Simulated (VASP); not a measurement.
Write the native input for VASP 6.6.1 that does the following.

- Task: single point
- Functional: r2SCAN
- Potentials or basis: VASP PAW PBE potentials, release 64 (Al)
- Cutoff: 520 eV
- k mesh: 14 × 14 × 8
- Occupations: fermi-dirac, width 0.1 eV
- Spin: no spin polarisation
- Dipole correction: no
- Further INCAR settings: ALGO = Normal; EDIFF = 1e-07; NBANDS = 10

The system is Al.

```
CELL_PARAMETERS angstrom
2.83971 0.00000 0.00000
-1.41985 2.45926 0.00000
0.00000 0.00000 4.58414
ATOMIC_POSITIONS crystal
Al 0.33333 0.66667 0.25000
Al 0.66667 0.33333 0.75000
```

This isn't the form of Al at room conditions, which is fcc.

One way to write it, as run:

POSCAR

```
Al
1.0
    2.8397085839      0.0000000000      0.0000000000
   -1.4198542919      2.4592597730      0.0000000000
    0.0000000000      0.0000000000      4.5841382694
Al
2
Direct
    0.3333333333      0.6666666667      0.2500000000
    0.6666666667      0.3333333333      0.7500000000
```

INCAR.step1

```
SYSTEM = Al
PREC = Accurate ; ENCUT = 520
ISMEAR = -1 ; SIGMA = 0.1
LREAL = .False. ; LASPH = .True.
NELM = 100 ; NBANDS = 10
GGA = PE ; ALGO = Normal
EDIFF = 1E-4 ; LWAVE = .True.
LCHARG = .False.
```

INCAR.step2

```
SYSTEM = Al
PREC = Accurate ; ENCUT = 520
EDIFF = 1E-7 ; ISMEAR = -1
SIGMA = 0.1 ; LREAL = .False.
LASPH = .True. ; NELM = 100
ALGO = Normal ; ISIF = 2
LWAVE = .False. ; LCHARG = .False.
METAGGA = R2SCAN ; LMIXTAU = .True.
NBANDS = 10 ; ISTART = 1
```

KPOINTS

```
Automatic mesh
0
Gamma
  14 14 8
  0 0 0
```

Potentials or basis: VASP PAW PBE potentials, release 64 (Al).

Run with:

```console
$ cat potpaw_PBE.64/Al/POTCAR > POTCAR
$ cp INCAR.step1 INCAR
$ mpirun -np 1 vasp_std > vasp.out
$ cp INCAR.step2 INCAR
$ mpirun -np 1 vasp_std > vasp.out
```

It gave:

* Pressure: -0.3 GPa
* Band gap on the k mesh: zero (bands 3 and 4 overlap by 8.11 eV)

Caveat: the PAW data sets were made with another functional, which shifts forces and pressure a little.

Wall time 2.8 min on 1 thread of Intel Xeon 8259CL, with other jobs on the host, peak memory 0.17 GiB.
